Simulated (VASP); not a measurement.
A run of VASP 6.6.1 is set up as follows.

The input INCAR:

```
SYSTEM = NbB2
ALGO     = Normal         ! electronic algorithm
EDIFF    = 1E-6           ! SCF threshold, eV
ENCUT    = 520            ! plane-wave cutoff, eV
ISIF     = 2              ! what is computed and relaxed
ISMEAR   = -1             ! smearing method
LASPH    = .TRUE.         ! aspherical terms in the spheres
LCHARG   = .FALSE.        ! write CHGCAR
LREAL    = .FALSE.        ! projectors in reciprocal space
LWAVE    = .FALSE.        ! write WAVECAR
NBANDS   = 16             ! bands
NELM     = 80             ! most SCF steps
PREC     = Accurate       ! precision mode
SIGMA    = 0.1            ! smearing width, eV
```

The input KPOINTS:

```
k-points
0
G
  11 11 9
  0 0 0
```

Contents of POSCAR:

```
NbB2
1.0
    3.1661914629      0.0000000000      0.0000000000
   -1.5830957314      2.7420018337      0.0000000000
    0.0000000000      0.0000000000      3.3919082878
Nb B
1 2
Direct
    0.0000000000      0.0000000000      0.0000000000
    0.3333333333      0.6666666667      0.5000000000
    0.6666666667      0.3333333333      0.5000000000
```

Potentials or basis: VASP PAW LDA potentials, release 64 (Nb_sv, B).

Run with:

```console
$ cat potpaw_LDA.64/Nb_sv/POTCAR potpaw_LDA.64/B/POTCAR > POTCAR
$ mpirun -np 1 vasp_std > vasp.out
```

Task: What does it give for the pressure?

Result: -24.3 GPa.

Stress tensor (GPa, compression positive):
```
-24.78   0.00   0.00
  0.00 -24.78   0.00
  0.00   0.00 -23.49
```
